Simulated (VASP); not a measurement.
# Ni (P6_3/mmc) in VASP: relaxation of cell and atoms with PBE

Aim: the relaxation of cell and atoms of Ni with PBE.

Everything below comes from runs of VASP 6.6.1. Logs are shortened: lines on timing, memory, paths and dates and some standing lists are left out, and cuts for length are marked.

## (1) The cell of the first run

Symmetry: P6_3/mmc, No. 194, hexagonal system. Conventional cell: a = 2.488 Å, b = 2.488 Å, c = 4.093 Å, α = 90.00°, β = 90.00°, γ = 120.00°. Ni (site symmetry -6m2) has 12 Ni at 2.49 to 2.50 Å within 3.3 Å.

This isn't the form of Ni at room conditions, which is fcc.

## (2) Relaxation of cell and atoms, PBE, collinear spin, ferromagnetic start, target pressure -0.94 GPa, at which the enthalpy is minimised

The input, INCAR:

```
PREC = Accurate
ENCUT = 600
EDIFF = 1E-6
ISMEAR = -1
SIGMA = 0.05
LREAL = F
LASPH = T
NELM = 150
ALGO = Normal
ISIF = 3
LWAVE = F
LCHARG = F
ISPIN = 2
MAGMOM = 1 1
LORBIT = 11
LMAXMIX = 4
GGA = PE
IBRION = 2
NSW = 32
EDIFFG = -0.005
PSTRESS = -9.399999999999999
```

The input, KPOINTS:

```
regular mesh
0
Gamma
  18 18 10
```

The input, POSCAR:

```
Ni
1.0
    2.4880289160      0.0000000000      0.0000000000
   -1.2440144580      2.1546962466      0.0000000000
    0.0000000000      0.0000000000      4.0933895899
Ni
2
Direct
    0.3333333333      0.6666666667      0.2500000000
    0.6666666667      0.3333333333      0.7500000000
```

Potentials or basis: VASP PAW PBE potentials, release 64 (Ni).

Launch:

```sh
$ cat potpaw_PBE.64/Ni/POTCAR > POTCAR
$ mpirun -np 1 vasp_std > vasp.out
```

OUTCAR:

```text
PREC = Accurate
   ENCUT = 600
   EDIFF = 1E-6
   ISMEAR = -1
   LREAL = F
   LASPH = T
   NELM = 150
   ISIF = 3
   ISPIN = 2
   LORBIT = 11
   GGA = PE
   IBRION = 2
   NSW = 32
   EDIFFG = -0.005
   PSTRESS = -9.399999999999999

 ion  position               nearest neighbor table
   1  0.333  0.667  0.250-   2 2.50   2 2.50   2 2.50   2 2.50   2 2.50   2 2.50
   2  0.667  0.333  0.750-   1 2.50   1 2.50   1 2.50   1 2.50   1 2.50   1 2.50

  LATTYP: Found a hexagonal cell.
 ALAT       =     2.4880289160
 C/A-ratio  =     1.6452339294

  Lattice vectors:

 A1 = (   2.4880289160,   0.0000000000,   0.0000000000)
 A2 = (  -1.2440144580,   2.1546962466,   0.0000000000)
 A3 = (   0.0000000000,   0.0000000000,   4.0933895899)

Analysis of symmetry for initial positions (statically):
=====================================================================
 Subroutine PRICEL returns:
 Original cell was already a primitive cell.

 Routine SETGRP: Setting up the symmetry group for a
 hexagonal supercell.

 Subroutine GETGRP returns: Found 24 space group operations
 (whereof 12 operations were pure point group operations)
 out of a pool of 24 trial point group operations.

The static configuration has the point symmetry D_3d.
 The point group associated with its full space group is D_6h.

Analysis of symmetry for dynamics (positions and initial velocities):
=====================================================================
 Subroutine PRICEL returns:
 Original cell was already a primitive cell.

 Routine SETGRP: Setting up the symmetry group for a
 hexagonal supercell.

 Subroutine GETGRP returns: Found 24 space group operations
 (whereof 12 operations were pure point group operations)
 out of a pool of 24 trial point group operations.

The dynamic configuration has the point symmetry D_3d.
 The point group associated with its full space group is D_6h.

Analysis of structural, dynamic, and magnetic symmetry:
=====================================================================
 Subroutine PRICEL returns:
 Original cell was already a primitive cell.

 Routine SETGRP: Setting up the symmetry group for a
 hexagonal supercell.

 Subroutine GETGRP returns: Found 24 space group operations
 (whereof 12 operations were pure point group operations)
 out of a pool of 24 trial point group operations.

The overall configuration has the point symmetry D_3d.
 The point group associated with its full space group is D_6h.

 Subroutine INISYM returns: Found 24 space group operations
 (whereof 12 operations are pure point group operations),
 and found     1 'primitive' translations

----------------------------------------------------------------------------------------

                                     Primitive cell

  volume of cell :      21.9444

  direct lattice vectors                    reciprocal lattice vectors
     2.488028916  0.000000000  0.000000000     0.401924589  0.232051270  0.000000000
    -1.244014458  2.154696247  0.000000000     0.000000000  0.464102540  0.000000000
     0.000000000  0.000000000  4.093389590     0.000000000  0.000000000  0.244296317

  length of vectors
     2.488028916  2.488028916  4.093389590     0.464102540  0.464102540  0.244296317

  position of ions in fractional coordinates (direct lattice)
     0.333333333  0.666666667  0.250000000
     0.666666667  0.333333333  0.750000000

  ion indices of the primitive-cell ions
   primitive index   ion index
                 1           1
                 2           2

----------------------------------------------------------------------------------------

 KPOINTS: regular mesh

Automatic generation of k-mesh.
 Grid dimensions read from file:
 generate k-points for:   18   18   10

 Generating k-lattice:

  Cartesian coordinates                     Fractional coordinates (reciprocal lattice)
     0.022329144  0.012891737  0.000000000     0.055555556  0.000000000  0.000000000
     0.000000000  0.025783474  0.000000000     0.000000000  0.055555556  0.000000000
     0.000000000  0.000000000  0.024429632     0.000000000  0.000000000  0.100000000

  Length of vectors
     0.025783474  0.025783474  0.024429632

  Shift w.r.t. Gamma in fractional coordinates (k-lattice)
     0.000000000  0.000000000  0.000000000

 Subroutine IBZKPT returns following result:
 ===========================================

 Found    222 irreducible k-points:

 Following reciprocal coordinates:
            Coordinates               Weight
  0.000000  0.000000  0.000000      1.000000
  0.055556 -0.000000  0.000000      6.000000
  0.111111 -0.000000  0.000000      6.000000
  0.166667 -0.000000  0.000000      6.000000
  0.222222  0.000000  0.000000      6.000000
  0.277778  0.000000  0.000000      6.000000
[... 16 lines left out ...]
  0.333333  0.111111  0.000000     12.000000
  0.388889  0.111111  0.000000     12.000000
 [... further k-points ...]
   k-points           NKPTS =    222   k-points in BZ     NKDIM =    222   number of bands    NBANDS=     15
   number of dos      NEDOS =    301   number of ions     NIONS =      2
   total plane-waves  NPLWV =  14400
   dimension x,y,z NGX =    20 NGY =   20 NGZ =   36
   dimension x,y,z NGXF=    40 NGYF=   40 NGZF=   72
   ions per type =               2
   NGX,Y,Z   is equivalent  to a cutoff of  13.36, 13.36, 14.62 a.u.
   NGXF,Y,Z  is equivalent  to a cutoff of  26.73, 26.73, 29.24 a.u.
 SYSTEM =  unknown system
   PREC   = accura    normal or accurate (medium, high low for compatibility)
   ISTART =      0    job   : 0-new  1-cont  2-samecut
   ICHARG =      2    charge: 1-file 2-atom 10-const
   ISPIN  =      2    spin polarized calculation?
   LNONCOLLINEAR =      F non collinear calculations
   LSORBIT =      F    spin-orbit coupling
   LASPH  =      T    aspherical Exc in radial PAW
   ENCUT  =  600.0 eV  44.10 Ry    6.64 a.u.   4.97  4.97  8.18*2*pi/ulx,y,z
   NELM   =    150;   NELMIN=  2; NELMDL= -5     # of ELM steps
   EDIFF  = 0.1E-05   stopping-criterion for ELM
   LREAL  =      F    real-space projection
   EDIFFG = -.5E-02   stopping-criterion for IOM
   NSW    =     32    number of steps for IOM
   IBRION =      2    ionic relax: 0-MD 1-quasi-New 2-CG
   NFREE  =      1    steps in history (QN), initial steepest desc. (CG)
   ISIF   =      3    stress and relaxation
   ISYM   =      2    0-nonsym 1-usesym 2-fastsym
   POTIM  = 0.5000    time-step for ionic-motion
   TEBEG  =    0.0;   TEEND  =   0.0 temperature during run
   PSTRESS=   -9.4 pullay stress
   NELECT =      20.0000    total number of electrons
   NUPDOWN=      -1.0000    fix difference up-down
   EMIN   =  10.00;   EMAX   =-10.00  energy-range for DOS
   EFERMI =   0.00;   METHOD = LEGACY
   ISMEAR =    -1;   SIGMA  =   0.05  broadening in eV -4-tet -1-fermi 0-gaus
   EFERMI_NEDOS =   21; number of points for ismear=-14 and -15
   IALGO  =     38    algorithm
   IMIX   =      4    mixing-type and parameters
     AMIX     =   0.40;   BMIX     =  1.00
     AMIX_MAG =   1.60;   BMIX_MAG =  1.00
  volume/ion in A,a.u.               =      10.97        74.04
  Fermi-wavevector in a.u.,A,eV,Ry     =   1.587243  2.999454 34.277689  2.519339
  Thomas-Fermi vector in A             =   2.686430
   LORBIT       =     11    0 simple, 1 ext, 2 COOP (PROOUT), +10 PAW based schemes
   GGA     = PE    functional components
   LHFCALC =     F    Hartree Fock is set to
   AEXX    =    0.0000 exact exchange contribution
   IVDW    =     0    specifies the selected vdW correction
   LEPSILON=     F    determine dielectric tensor
   LRPA    =     F    only Hartree local field effects (RPA)
 conjugate gradient relaxation of ions
 spin polarized calculation
  energy-cutoff  :      600.00
  volume of cell :       21.94
 maximum number of plane-waves:       762
 NGX is ok and might be reduce to    20
   NGX =  9   NGY =  9   NGZ = 17

--------------------------------------- Ionic step        1  -------------------------------------------

 number of electron      19.9999998 magnetization       1.2283050

 Free energy of the ion-electron system (eV)
  ---------------------------------------------------
  ext. energy  EPLUGINS =         0.00000000
  ---------------------------------------------------
  free energy    TOTEN  =       -10.90483750 eV

  energy without entropy =      -10.86882358  energy(sigma->0) =      -10.88683054

------------------------ aborting loop because EDIFF is reached ----------------------------------------

  FORCE on cell =-STRESS in cart. coord.  units (eV):
  Direction    XX          YY          ZZ          XY          YZ          ZX
  --------------------------------------------------------------------------------------
  -------------------------------------------------------------------------------------
  Total       -0.1516425     -0.1516425     -0.1529535      0.0000000      0.0000000      0.0000000
  in kB      -11.0715120    -11.0715120    -11.1672300      0.0000000      0.0000000      0.0000000
  external PRESSURE =      -1.7034180 kB  Pullay stress =      -9.4000000 kB
[... 61 lines left out ...]
  enthalpy is  TOTEN    =       -11.0335764585 eV   P V=       -0.1285311493

--------------------------------------- Ionic step        3  -------------------------------------------

 number of electron      19.9999998 magnetization       1.2280474

 Free energy of the ion-electron system (eV)
  ---------------------------------------------------
  ext. energy  EPLUGINS =         0.00000000
  ---------------------------------------------------
  free energy    TOTEN  =       -10.90492140 eV

  energy without entropy =      -10.86893776  energy(sigma->0) =      -10.88692958

 E-fermi :   9.2884     XC(G=0): -13.2074

 val. band max:        9.2879874427   @ k =   0.3889   0.2222   0.4000
 cond. band min:       9.2893995883   @ k =   0.2778   0.0556   0.4000
 fundamental gap:      0.0014121456
 Fermi energy:         9.2884219149

 spin component 1

 k-point     1 :       0.0000    0.0000    0.0000
  band No.  band energies     occupation
      1       0.3099      1.00000
      2       4.4923      1.00000
      3       6.8688      1.00000
      4       6.9764      1.00000
      5       6.9764      1.00000
      6       7.2357      1.00000
      7       7.2357      1.00000
      8       7.6561      1.00000
      9       7.6561      1.00000
     10       8.5734      1.00000
     11       8.5734      1.00000
     12       8.9142      0.99944
     13      14.7883      0.00000
     14      31.8744      0.00000
     15      33.6831      0.00000
[... 399 lines left out ...]
      1       4.9027      1.00000
      2       5.2143      1.00000
      3       5.3736      1.00000
      4       6.5616      1.00000
      5       6.8523      1.00000
      6       7.0286      1.00000
      7       7.2636      1.00000
      8       8.5101      1.00000
      9       8.6758      1.00000
     10       8.6800      0.99999
     11      10.2289      0.00000
     12      13.5713      0.00000
     13      18.2025      0.00000
     14      18.8366      0.00000
     15      21.5802      0.00000

 [... further k-points ...]

 spin component 2

 k-point     1 :       0.0000    0.0000    0.0000
  band No.  band energies     occupation
      1       0.2757      1.00000
      2       4.8787      1.00000
      3       7.5554      1.00000
      4       7.6323      1.00000
      5       7.6323      1.00000
      6       7.9099      1.00000
      7       7.9099      1.00000
      8       8.3177      1.00000
      9       8.3177      1.00000
     10       8.8560      0.99982
     11       9.2751      0.56600
     12       9.2751      0.56600
     13      15.1838      0.00000
     14      31.7314      0.00000
     15      33.7740      0.00000
[... 443 lines left out ...]
  FREE ENERGIE OF THE ION-ELECTRON SYSTEM (eV)
  ---------------------------------------------------
  free  energy   TOTEN  =       -10.9049214031 eV

  energy  without entropy=      -10.8689377635  energy(sigma->0) =      -10.88692958

  enthalpy is  TOTEN    =       -11.0335898596 eV   P V=       -0.1286684565

 reached required accuracy - stopping structural energy minimisation

 total charge

# of ion       s       p       d       tot
------------------------------------------
    1        0.493   0.489   8.315   9.297
    2        0.493   0.489   8.315   9.297
--------------------------------------------------
tot          0.986   0.978  16.631  18.595

 magnetization (x)

# of ion       s       p       d       tot
------------------------------------------
    1       -0.005  -0.025   0.656   0.627
    2       -0.005  -0.025   0.656   0.627
--------------------------------------------------
tot         -0.010  -0.049   1.313   1.253
```

It took 1.8 min on 1 thread of Intel Xeon 6975P-C (Granite Rapids), shared host; peak memory 0.26 GiB.

Results:

| Item | Value |
| --- | --- |
| Free energy | -10.9049 eV |
| Relaxed volume | 10.97 Å³/atom |
| Relaxed cell | a = 2.488 Å, b = 2.488 Å, c = 4.093 Å, α = 90.00°, β = 90.00°, γ = 120.00° |
| Space group after relaxing (to 0.1 Å) | P6_3/mmc (No. 194) |
| Energy change on relaxing (the run minimises the enthalpy) | -0.0 meV/atom |
| Ionic steps | 3 |
| Pressure after relaxing | -0.9 GPa |
| Net moment | 1.23 μB per cell |
| Site moments | Ni +0.63 μB |
| Valence electrons inside the program's atomic spheres | Ni 9.30 |

Final structure:
```xyz
2
Lattice="2.4875 0.0000 0.0000 -1.2438 2.1543 0.0000 0.0000 0.0000 4.0925" Properties=species:S:1:pos:R:3 pbc="T T T"
Ni    0.0000    1.4362    1.0231
Ni    1.2438    0.7181    3.0694
```

Levels at points of the mesh, in eV from the Fermi level:
Spin up:
| k point | band 9 | band 10 | band 11 | band 12 | band 13 | band 14 |
| --- | --- | --- | --- | --- | --- | --- |
| (0.00, 0.00, 0.00) | -1.63 | -0.72 | -0.72 | -0.37 | 5.50 | 22.59 |
| (0.50, 0.00, 0.00) | -0.54 | -0.49 | 1.15 | 3.01 | 9.24 | 9.76 |
| (0.00, 0.00, 0.50) | -1.00 | -1.00 | -1.00 | -1.00 | 14.14 | 14.14 |
| (0.50, 0.00, 0.50) | -0.54 | -0.54 | 1.45 | 1.45 | 6.72 | 6.72 |
Spin down:
```
           k point  band 6  band 7  band 8  band 9  band 10  band 11  band 12  band 13
(0.00, 0.00, 0.00)   -1.38   -1.38   -0.97   -0.97    -0.43    -0.01    -0.01     5.90
(0.50, 0.00, 0.00)   -1.72   -1.37    0.14    0.17     0.26     1.61     3.38     9.35
(0.00, 0.00, 0.50)   -1.70   -1.70   -1.70   -0.30    -0.30    -0.30    -0.30    14.26
(0.50, 0.00, 0.50)   -0.89   -0.39   -0.39    0.22     0.22     1.59     1.59     7.04
```

Caveat: the cell is relaxed towards a set pressure, so the run minimises the enthalpy, not the energy.
